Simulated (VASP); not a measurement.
Runs of VASP 6.6.1 on BeS. The structure is that of space group P6_3/mmc (No. 194), or close to it. The cells are those of the table. 

| level | cell | k mesh | gap on the mesh (eV) | pressure (GPa) |
| --- | --- | --- | --- | --- |
| r2SCAN | a = 3.365, b = 3.365, c = 5.358 Å, angles 90.0, 90.0, 120.0°, 4 atoms | 9 × 9 × 4 | 1.85 | -6.0 |
| PBE | a = 3.300, b = 3.300, c = 5.247 Å, angles 90.0, 90.0, 120.0°, 4 atoms | 9 × 9 × 4 | 1.45 | -0.1 |
| PBE | a = 3.267, b = 3.267, c = 5.194 Å, angles 90.0, 90.0, 120.0°, 4 atoms | 9 × 9 × 4 | 1.43 | 3.4 |
| r2SCAN | a = 3.300, b = 3.300, c = 5.255 Å, angles 90.0, 90.0, 120.0°, 4 atoms | 9 × 9 × 4 | 1.81 | -0.1 |
| r2SCAN | a = 3.233, b = 3.233, c = 5.148 Å, angles 90.0, 90.0, 120.0°, 4 atoms | 9 × 9 × 4 | (a) | 7.8 |
| PBE | a = 3.233, b = 3.233, c = 5.140 Å, angles 90.0, 90.0, 120.0°, 4 atoms | 9 × 9 × 4 | 1.40 | 7.5 |
| PBE | a = 3.300, b = 3.300, c = 5.255 Å, angles 90.0, 90.0, 120.0°, 4 atoms | 12 × 12 × 6 | 1.47 | -0.2 |
| r2SCAN | a = 3.333, b = 3.333, c = 5.307 Å, angles 90.0, 90.0, 120.0°, 4 atoms | 9 × 9 × 4 | 1.83 | (b) |

Alike in all rows: task single point; potentials or basis VASP PAW PBE potentials, release 64 (Be, S); no spin polarisation; cutoff (eV) 520; smearing gaussian 0.01 eV.

Task: Fill in the values left out.

Result: (a) 1.75; (b) -3.3.

Caveats: the PAW data sets were made with another functional, which shifts forces and pressure a little (some runs).

A k mesh can miss the band edges.
